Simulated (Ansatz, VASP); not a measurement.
# Al: VASP beside Ansatz

File POSCAR:

```
Al
1.0
   -3.3427041635      2.9199946868      1.4100735894
    2.9199946868     -3.3427041635      1.4100735894
    2.4362645209      2.4362645209     -2.1842667701
Al
2
Direct
    0.9887898961      0.0112101039      1.0000000000
    0.7612101039      0.2387898961      0.5000000000
```

INCAR.step1

```
SYSTEM = Al
PREC = Accurate
ENCUT = 520
ISMEAR = -1
SIGMA = 0.1
LREAL = .False.
LASPH = .True.
NELM = 80
NBANDS = 10
GGA = PE
ALGO = Normal
EDIFF = 1E-4
LWAVE = .True.
LCHARG = .False.
```

INCAR.step2

```
SYSTEM = Al
PREC = Accurate
ENCUT = 520
EDIFF = 1E-7
ISMEAR = -1
SIGMA = 0.1
LREAL = .False.
LASPH = .True.
NELM = 80
ALGO = Normal
ISIF = 2
LWAVE = .False.
LCHARG = .False.
METAGGA = R2SCAN
LMIXTAU = .True.
NBANDS = 10
ISTART = 1
```

The input KPOINTS:

```
regular mesh
0
Gamma
  18 18 12
  0 0 0
```

Input for Ansatz:

```yaml
crystal:
  lattice:
    - [-3.3427041635, 2.9199946868, 1.4100735894]
    - [2.9199946868, -3.3427041635, 1.4100735894]
    - [2.4362645209, 2.4362645209, -2.1842667701]
  atoms:
    - { symbol: Al, position: [0.9887898961, 0.0112101039, 1.0] }
    - { symbol: Al, position: [0.7612101039, 0.2387898961, 0.5] }
hamiltonian:
  xc: r2scan
  pseudopotentials:
    kind: paw
    azcp:
      Al: "pseudopotentials/Al.paw.azcp"
basis:
  ecutwfc: 500
  fft_grid_basis: typed
kpoints:
  mp_grid: { grid: [18, 18, 12], shift: [0, 0, 0] }
magnetization:
  spin_polarized: false
scf:
  occupations: { method: fermi_dirac, width: 0.1 }
  lower_state_search: "off"
output:
  stress: true
```

Alike in both runs: task single point; functional r2SCAN; k mesh 18 × 18 × 12; occupations fermi-dirac, width 0.1 eV; no spin polarisation.

|  | VASP | Ansatz |
| --- | --- | --- |
| version | VASP 6.6.1 | Ansatz 0.2.0 |
| potentials or method | VASP PAW PBE potentials, release 64 (Al), cutoff 520 eV | plane waves (500 eV) with PAW, scalar-relativistic |
| valence electrons in the cell | 6 | 6 |

```tsv
	VASP	Ansatz	Ansatz less VASP
pressure (GPa)	-5.3	-5.1	+0.21
traceless stress, the component that is largest in VASP (GPa)	0.25	0.25	-0.006
```

VASP's potentials were made for PBE, not for r2SCAN. The functional is the same, so the differences come from potentials, cutoffs and numerics.
